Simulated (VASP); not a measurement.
# Pd (Im-3m) in VASP: notebook

The runs below take Pd through single point, with PBE.

Everything below comes from runs of VASP 6.6.1. Logs are shortened: lines on timing, memory, paths and dates and some standing lists are left out, and cuts for length are marked.

### Step 1. The cell of the first run

Symmetry: Im-3m, No. 229, cubic system. Conventional cell: a = 3.145 Å, b = 3.145 Å, c = 3.145 Å, α = 90.00°, β = 90.00°, γ = 90.00°. Pd (site symmetry m-3m) has 14 Pd at 2.72 to 3.14 Å within 3.6 Å.

### Step 2. Single point, PBE

Input file INCAR:

```
PREC     = Accurate       # precision mode
ENCUT    = 520            # plane-wave cutoff, eV
EDIFF    = 1E-7           # SCF threshold, eV
ISMEAR   = -1             # smearing method
SIGMA    = 0.05           # smearing width, eV
LREAL    = F              # projectors in reciprocal space
LASPH    = T              # aspherical terms in the spheres
NELM     = 80             # most SCF steps
ALGO     = Fast           # electronic algorithm
ISIF     = 2              # what is computed and relaxed
LWAVE    = F              # write WAVECAR
LCHARG   = T              # write CHGCAR
GGA      = PE             # functional
LELF     = T              # ELF
LVHAR    = T            
NBANDS   = 11             # bands
```

Input file KPOINTS:

```
Automatic mesh
0
Gamma
  12 12 12
```

Input file POSCAR:

```
Pd
1.0
   -1.5722810000      1.5722810000      1.5722810000
    1.5722810000     -1.5722810000      1.5722810000
    1.5722810000      1.5722810000     -1.5722810000
Pd
1
Direct
    0.0000000000      0.0000000000      0.0000000000
```

Potentials or basis: VASP PAW PBE potentials, release 64 (Pd).

Started as:

```console
cat potpaw_PBE.64/Pd/POTCAR > POTCAR
mpirun -np 1 vasp_std > vasp.out
```

OUTCAR:

```text
PREC = Accurate
   ENCUT = 520
   EDIFF = 1E-7
   ISMEAR = -1
   LREAL = F
   LASPH = T
   NELM = 80
   ISIF = 2
   GGA = PE

 ion  position               nearest neighbor table
   1  0.000  0.000  0.000-

  LATTYP: Found a body centered cubic cell.
 ALAT       =     3.1445620000

  Lattice vectors:

 A1 = (  -1.5722810000,   1.5722810000,   1.5722810000)
 A2 = (   1.5722810000,  -1.5722810000,   1.5722810000)
 A3 = (   1.5722810000,   1.5722810000,  -1.5722810000)

Analysis of symmetry for initial positions (statically):
=====================================================================
 Subroutine PRICEL returns:
 Original cell was already a primitive cell.

 Routine SETGRP: Setting up the symmetry group for a
 body centered cubic supercell.

 Subroutine GETGRP returns: Found 48 space group operations
[... 9 lines left out ...]

 Routine SETGRP: Setting up the symmetry group for a
 body centered cubic supercell.

 Subroutine GETGRP returns: Found 48 space group operations
[... 11 lines left out ...]
                                     Primitive cell

  volume of cell :      15.5471

  direct lattice vectors                    reciprocal lattice vectors
    -1.572281000  1.572281000  1.572281000     0.000000000  0.318009313  0.318009313
     1.572281000 -1.572281000  1.572281000     0.318009313  0.000000000  0.318009313
     1.572281000  1.572281000 -1.572281000     0.318009313  0.318009313  0.000000000

  length of vectors
     2.723270576  2.723270576  2.723270576     0.449733083  0.449733083  0.449733083

  position of ions in fractional coordinates (direct lattice)
     0.000000000  0.000000000  0.000000000

  ion indices of the primitive-cell ions
   primitive index   ion index
                 1           1

----------------------------------------------------------------------------------------

 KPOINTS: Automatic mesh

Automatic generation of k-mesh.
 Grid dimensions read from file:
 generate k-points for:   12   12   12

 Generating k-lattice:

  Cartesian coordinates                     Fractional coordinates (reciprocal lattice)
     0.000000000  0.026500776  0.026500776     0.083333333  0.000000000  0.000000000
     0.026500776  0.000000000  0.026500776     0.000000000  0.083333333  0.000000000
     0.026500776  0.026500776  0.000000000     0.000000000  0.000000000  0.083333333

  Length of vectors
     0.037477757  0.037477757  0.037477757

  Shift w.r.t. Gamma in fractional coordinates (k-lattice)
     0.000000000  0.000000000  0.000000000

 Subroutine IBZKPT returns following result:
 ===========================================

 Found     72 irreducible k-points:

 Following reciprocal coordinates:
            Coordinates               Weight
  0.000000  0.000000  0.000000      1.000000
  0.083333  0.000000  0.000000     12.000000
  0.166667  0.000000  0.000000     12.000000
  0.250000  0.000000  0.000000     12.000000
  0.333333  0.000000  0.000000     12.000000
  0.416667  0.000000  0.000000     12.000000
[... 16 lines left out ...]
  0.333333  0.083333  0.083333     24.000000
  0.416667  0.083333  0.083333     12.000000
 [... further k-points ...]
   k-points           NKPTS =     72   k-points in BZ     NKDIM =     72   number of bands    NBANDS=     11
   number of dos      NEDOS =    301   number of ions     NIONS =      1
   total plane-waves  NPLWV =   8000
   dimension x,y,z NGX =    20 NGY =   20 NGZ =   20
   dimension x,y,z NGXF=    40 NGYF=   40 NGZF=   40
   ions per type =               1
   NGX,Y,Z   is equivalent  to a cutoff of  12.21, 12.21, 12.21 a.u.
   NGXF,Y,Z  is equivalent  to a cutoff of  24.42, 24.42, 24.42 a.u.
 SYSTEM =  unknown system
   PREC   = accura    normal or accurate (medium, high low for compatibility)
   ISTART =      0    job   : 0-new  1-cont  2-samecut
   ICHARG =      2    charge: 1-file 2-atom 10-const
   ISPIN  =      1    spin polarized calculation?
   LNONCOLLINEAR =      F non collinear calculations
   LSORBIT =      F    spin-orbit coupling
   LASPH  =      T    aspherical Exc in radial PAW
   ENCUT  =  520.0 eV  38.22 Ry    6.18 a.u.   5.06  5.06  5.06*2*pi/ulx,y,z
   NELM   =     80;   NELMIN=  2; NELMDL= -5     # of ELM steps
   EDIFF  = 0.1E-06   stopping-criterion for ELM
   LREAL  =      F    real-space projection
   EDIFFG = 0.1E-05   stopping-criterion for IOM
   NSW    =      0    number of steps for IOM
   IBRION =     -1    ionic relax: 0-MD 1-quasi-New 2-CG
   NFREE  =      0    steps in history (QN), initial steepest desc. (CG)
   ISIF   =      2    stress and relaxation
   ISYM   =      2    0-nonsym 1-usesym 2-fastsym
   POTIM  = 0.5000    time-step for ionic-motion
   TEBEG  =    0.0;   TEEND  =   0.0 temperature during run
   PSTRESS=    0.0 pullay stress
   NELECT =      10.0000    total number of electrons
   NUPDOWN=      -1.0000    fix difference up-down
   EMIN   =  10.00;   EMAX   =-10.00  energy-range for DOS
   EFERMI =   0.00;   METHOD = LEGACY
   ISMEAR =    -1;   SIGMA  =   0.05  broadening in eV -4-tet -1-fermi 0-gaus
   EFERMI_NEDOS =   21; number of points for ismear=-14 and -15
   IALGO  =     68    algorithm
   IMIX   =      4    mixing-type and parameters
     AMIX     =   0.40;   BMIX     =  1.00
     AMIX_MAG =   1.60;   BMIX_MAG =  1.00
  volume/ion in A,a.u.               =      15.55       104.92
  Fermi-wavevector in a.u.,A,eV,Ry     =   1.413160  2.670485 27.171123  1.997021
  Thomas-Fermi vector in A             =   2.534834
   LORBIT       =      0    0 simple, 1 ext, 2 COOP (PROOUT), +10 PAW based schemes
   GGA     = PE    functional components
   LHFCALC =     F    Hartree Fock is set to
   AEXX    =    0.0000 exact exchange contribution
   IVDW    =     0    specifies the selected vdW correction
   LEPSILON=     F    determine dielectric tensor
   LRPA    =     F    only Hartree local field effects (RPA)
 non-spin polarized calculation
 RMM-DIIS sequential band-by-band and
  energy-cutoff  :      520.00
  volume of cell :       15.55
 maximum number of plane-waves:       430
   NGX = 11   NGY = 11   NGZ = 11

 number of electron      10.0000005 magnetization

 Free energy of the ion-electron system (eV)
  ---------------------------------------------------
  ext. energy  EPLUGINS =         0.00000000
  ---------------------------------------------------
  free energy    TOTEN  =        -5.18063458 eV

  energy without entropy =       -5.17014014  energy(sigma->0) =       -5.17538736

 E-fermi :   8.9039     XC(G=0): -12.8538

 val. band max:        8.8933990969   @ k =  -0.2500   0.2500   0.1667
 cond. band min:       8.9746569579   @ k =  -0.4167   0.4167   0.2500
 fundamental gap:      0.0812578609
 Fermi energy:         8.9038548876

 k-point     1 :       0.0000    0.0000    0.0000
  band No.  band energies     occupation
      1       2.1890      2.00000
      2       6.1918      2.00000
      3       6.1918      2.00000
      4       6.1918      2.00000
      5       8.0332      2.00000
      6       8.0332      2.00000
      7      28.1923      0.00000
      8      28.1923      0.00000
      9      28.1923      0.00000
     10      36.2081      0.00000
     11      36.2096      0.00000

 k-point     2 :       0.0833    0.0000    0.0000
  band No.  band energies     occupation
      1       2.4421      2.00000
      2       6.1096      2.00000
      3       6.1954      2.00000
      4       6.3674      2.00000
      5       7.9405      2.00000
      6       8.0395      2.00000
      7      27.9614      0.00000
      8      28.2013      0.00000
      9      28.4834      0.00000
     10      34.2519      0.00000
     11      34.8814      0.00000

 k-point     3 :       0.1667    0.0000    0.0000
  band No.  band energies     occupation
      1       3.1322      2.00000
      2       5.8918      2.00000
      3       6.2105      2.00000
      4       6.8699      2.00000
      5       7.7760      2.00000
      6       8.0623      2.00000
      7      26.6785      0.00000
      8      27.7708      0.00000
      9      29.2838      0.00000
     10      33.1974      0.00000
     11      33.2392      0.00000

 k-point     4 :       0.2500    0.0000    0.0000
  band No.  band energies     occupation
      1       3.9201      2.00000
      2       5.6084      2.00000
      3       6.4697      2.00000
      4       7.6219      2.00000
      5       7.7338      2.00000
      6       8.1068      2.00000
      7      23.9747      0.00000
      8      26.5321      0.00000
      9      30.3869      0.00000
     10      30.9239      0.00000
     11      32.8889      0.00000

 k-point     5 :       0.3333    0.0000    0.0000
  band No.  band energies     occupation
      1       4.1833      2.00000
      2       5.3398      2.00000
      3       7.5401      2.00000
      4       7.8847      2.00000
      5       8.1678      2.00000
      6       8.4736      1.99963
      7      20.7760      0.00000
      8      25.1966      0.00000
      9      28.5549      0.00000
     10      31.4890      0.00000
     11      33.1916      0.00000
[... 211 lines left out ...]
 k-point    21 :       0.1667    0.0833    0.0833
  band No.  band energies     occupation
      1       4.3629      2.00000
      2       5.5523      2.00000
      3       5.8132      2.00000
      4       7.8617      2.00000
      5       8.0605      2.00000
      6       8.5099      1.99924
      7      24.1512      0.00000
      8      25.4047      0.00000
      9      26.9830      0.00000
     10      30.4595      0.00000
     11      36.3556      0.00000

 k-point    22 :       0.2500    0.0833    0.0833
  band No.  band energies     occupation
      1       4.5992      2.00000
      2       5.3060      2.00000
      3       6.5073      2.00000
      4       7.9138      2.00000
      5       8.1652      2.00000
      6       9.8316      0.00000
      7      20.9412      0.00000
      8      24.2684      0.00000
      9      25.4403      0.00000
     10      31.6715      0.00000
     11      36.1899      0.00000

 k-point    23 :       0.3333    0.0833    0.0833
  band No.  band energies     occupation
      1       4.4506      2.00000
      2       5.1442      2.00000
      3       7.4939      2.00000
      4       8.0021      2.00000
      5       8.2334      2.00000
      6      11.3791      0.00000
      7      17.9859      0.00000
      8      23.4798      0.00000
      9      24.3770      0.00000
     10      32.6260      0.00000
     11      35.8803      0.00000

 k-point    24 :       0.4167    0.0833    0.0833
  band No.  band energies     occupation
      1       4.3719      2.00000
      2       5.0880      2.00000
      3       7.9248      2.00000
      4       8.0390      2.00000
      5       8.2576      2.00000
      6      12.4240      0.00000
      7      16.4293      0.00000
      8      23.2002      0.00000
      9      23.9697      0.00000
     10      32.9731      0.00000
     11      35.9286      0.00000

 [... further k-points ...]
[... 5 lines left out ...]
  --------------------------------------------------------------------------------------
  -------------------------------------------------------------------------------------
  Total       -0.1355014     -0.1355014     -0.1355014      0.0000000     -0.0000000      0.0000000
  in kB      -13.9638090    -13.9638090    -13.9638090      0.0000000     -0.0000000      0.0000000
  external PRESSURE =     -13.9638090 kB  Pullay stress =       0.0000000 kB

 VOLUME and BASIS-vectors are now :
 -----------------------------------------------------------------------------
  energy-cutoff  :      520.00
  volume of cell :       15.55
      direct lattice vectors                 reciprocal lattice vectors
    -1.572281000  1.572281000  1.572281000     0.000000000  0.318009313  0.318009313
     1.572281000 -1.572281000  1.572281000     0.318009313  0.000000000  0.318009313
     1.572281000  1.572281000 -1.572281000     0.318009313  0.318009313  0.000000000

 POSITION                                       TOTAL-FORCE (eV/Angst)
 -----------------------------------------------------------------------------------
      0.00000      0.00000      0.00000        -0.000000     -0.000000      0.000000
 -----------------------------------------------------------------------------------
    total drift:                                0.000000      0.000000      0.000000

  FREE ENERGIE OF THE ION-ELECTRON SYSTEM (eV)
  ---------------------------------------------------
  free  energy   TOTEN  =        -5.1806345762 eV

  energy  without entropy=       -5.1701401384  energy(sigma->0) =       -5.17538736
```

Run time: 5.4 s. Hardware: 1 thread of Intel Xeon 6975P-C (Granite Rapids), shared host; peak memory 0.13 GiB.

Results:

```yaml
Free_energy: -5.1806 eV
Pressure: -1.4 GPa
Band_gap_on_the_k_mesh: zero (band 5 reaches 9.47 eV, above the bottom of band 6 at 7.93 eV)
```

### Step 3. Single point, PBE (volume scaled by 0.98)

Changes to INCAR since step 2:

```diff
@@ -7,4 +7,4 @@
 LASPH    = T              # aspherical terms in the spheres
-NELM     = 80             # most SCF steps
-ALGO     = Fast           # electronic algorithm
+NELM     = 100            # most SCF steps
+ALGO     = Normal         # electronic algorithm
 ISIF     = 2              # what is computed and relaxed
```

Input file KPOINTS:

```
regular mesh
0
Gamma
  12 12 12
```

Input file POSCAR:

```
Pd
1.0
   -1.5617284606      1.5617284606      1.5617284606
    1.5617284606     -1.5617284606      1.5617284606
    1.5617284606      1.5617284606     -1.5617284606
Pd
1
Direct
    0.0000000000      0.0000000000      0.0000000000
```

Potentials or basis: VASP PAW PBE potentials, release 64 (Pd).

Started as:

```console
cat potpaw_PBE.64/Pd/POTCAR > POTCAR
mpirun -np 1 vasp_std > vasp.out
```

OUTCAR:

```text
PREC = Accurate
   ENCUT = 520
   EDIFF = 1E-7
   ISMEAR = -1
   LREAL = F
   LASPH = T
   NELM = 100
   ISIF = 2
   GGA = PE

 ion  position               nearest neighbor table
   1  0.000  0.000  0.000-

  LATTYP: Found a body centered cubic cell.
 ALAT       =     3.1234569212

  Lattice vectors:

 A1 = (  -1.5617284606,   1.5617284606,   1.5617284606)
 A2 = (   1.5617284606,  -1.5617284606,   1.5617284606)
 A3 = (   1.5617284606,   1.5617284606,  -1.5617284606)

Analysis of symmetry for initial positions (statically):
=====================================================================
 Subroutine PRICEL returns:
 Original cell was already a primitive cell.

 Routine SETGRP: Setting up the symmetry group for a
 body centered cubic supercell.

 Subroutine GETGRP returns: Found 48 space group operations
 (whereof 48 operations were pure point group operations)
 out of a pool of 48 trial point group operations.

The static configuration has the point symmetry O_h .

Analysis of symmetry for dynamics (positions and initial velocities):
=====================================================================
 Subroutine PRICEL returns:
 Original cell was already a primitive cell.

 Routine SETGRP: Setting up the symmetry group for a
 body centered cubic supercell.

 Subroutine GETGRP returns: Found 48 space group operations
 (whereof 48 operations were pure point group operations)
 out of a pool of 48 trial point group operations.

The dynamic configuration has the point symmetry O_h .

 Subroutine INISYM returns: Found 48 space group operations
 (whereof 48 operations are pure point group operations),
 and found     1 'primitive' translations

----------------------------------------------------------------------------------------

                                     Primitive cell

  volume of cell :      15.2362

  direct lattice vectors                    reciprocal lattice vectors
[... 110 lines left out ...]
   GGA     = PE    functional components
   LHFCALC =     F    Hartree Fock is set to
   AEXX    =    0.0000 exact exchange contribution
   IVDW    =     0    specifies the selected vdW correction
   LEPSILON=     F    determine dielectric tensor
   LRPA    =     F    only Hartree local field effects (RPA)
 non-spin polarized calculation
  energy-cutoff  :      520.00
  volume of cell :       15.24
 maximum number of plane-waves:       420
   NGX =  9   NGY =  9   NGZ =  9

 number of electron      10.0000006 magnetization

 Free energy of the ion-electron system (eV)
  ---------------------------------------------------
  ext. energy  EPLUGINS =         0.00000000
  ---------------------------------------------------
  free energy    TOTEN  =        -5.18003311 eV

  energy without entropy =       -5.16995299  energy(sigma->0) =       -5.17499305

 E-fermi :   9.2255     XC(G=0): -12.9783

 val. band max:        9.2153622230   @ k =  -0.4167   0.4167   0.4167
 cond. band min:       9.3027992177   @ k =  -0.4167   0.4167   0.2500
 fundamental gap:      0.0874369946
 Fermi energy:         9.2255241545

 k-point     1 :       0.0000    0.0000    0.0000
  band No.  band energies     occupation
      1       2.3625      2.00000
      2       6.4286      2.00000
      3       6.4286      2.00000
      4       6.4286      2.00000
      5       8.3271      2.00000
      6       8.3271      2.00000
      7      28.5666      0.00000
      8      28.5666      0.00000
      9      28.5666      0.00000
     10      35.9508      0.00000
     11      36.7991      0.00000
[... 309 lines left out ...]
 k-point    24 :       0.4167    0.0833    0.0833
  band No.  band energies     occupation
      1       4.5534      2.00000
      2       5.2879      2.00000
      3       8.2059      2.00000
      4       8.3358      2.00000
      5       8.5622      2.00000
      6      12.7817      0.00000
      7      16.9103      0.00000
      8      23.6209      0.00000
      9      24.4882      0.00000
     10      33.5337      0.00000
     11      35.6896      0.00000

 [... further k-points ...]

------------------------ aborting loop because EDIFF is reached ----------------------------------------

  FORCE on cell =-STRESS in cart. coord.  units (eV):
  Direction    XX          YY          ZZ          XY          YZ          ZX
  --------------------------------------------------------------------------------------
  -------------------------------------------------------------------------------------
  Total        0.1838780      0.1838780      0.1838780      0.0000000      0.0000000      0.0000000
  in kB       19.3358694     19.3358694     19.3358694      0.0000000      0.0000000      0.0000000
  external PRESSURE =      19.3358694 kB  Pullay stress =       0.0000000 kB

 VOLUME and BASIS-vectors are now :
 -----------------------------------------------------------------------------
  energy-cutoff  :      520.00
  volume of cell :       15.24
      direct lattice vectors                 reciprocal lattice vectors
    -1.561728461  1.561728461  1.561728461     0.000000000  0.320158089  0.320158089
     1.561728461 -1.561728461  1.561728461     0.320158089  0.000000000  0.320158089
     1.561728461  1.561728461 -1.561728461     0.320158089  0.320158089  0.000000000

 POSITION                                       TOTAL-FORCE (eV/Angst)
 -----------------------------------------------------------------------------------
      0.00000      0.00000      0.00000         0.000000      0.000000      0.000000
 -----------------------------------------------------------------------------------
    total drift:                                0.000000      0.000000      0.000000

  FREE ENERGIE OF THE ION-ELECTRON SYSTEM (eV)
  ---------------------------------------------------
  free  energy   TOTEN  =        -5.1800331069 eV

  energy  without entropy=       -5.1699529907  energy(sigma->0) =       -5.17499305
```

Run time: 4.5 s. Hardware: 1 thread of Intel Xeon 6975P-C (Granite Rapids), shared host; peak memory 0.13 GiB.

Results:

```
Free energy            : -5.1800 eV
Pressure               : 1.9 GPa
Band gap on the k mesh : zero (band 5 reaches 9.82 eV, above the bottom of band 6 at 8.22 eV)
```

Levels at points of the mesh, in eV from the Fermi level:
```csv
k point,band 3,band 4,band 5,band 6,band 7,band 8
"(0.00, 0.00, 0.00)",-2.80,-2.80,-0.90,-0.90,19.34,19.34
"(0.50, 0.00, 0.00)",-0.97,-0.67,0.59,1.48,7.72,15.10
"(0.50, 0.50, 0.50)",0.22,0.22,0.22,9.15,9.15,9.15
```

[end of part 1 of 2]
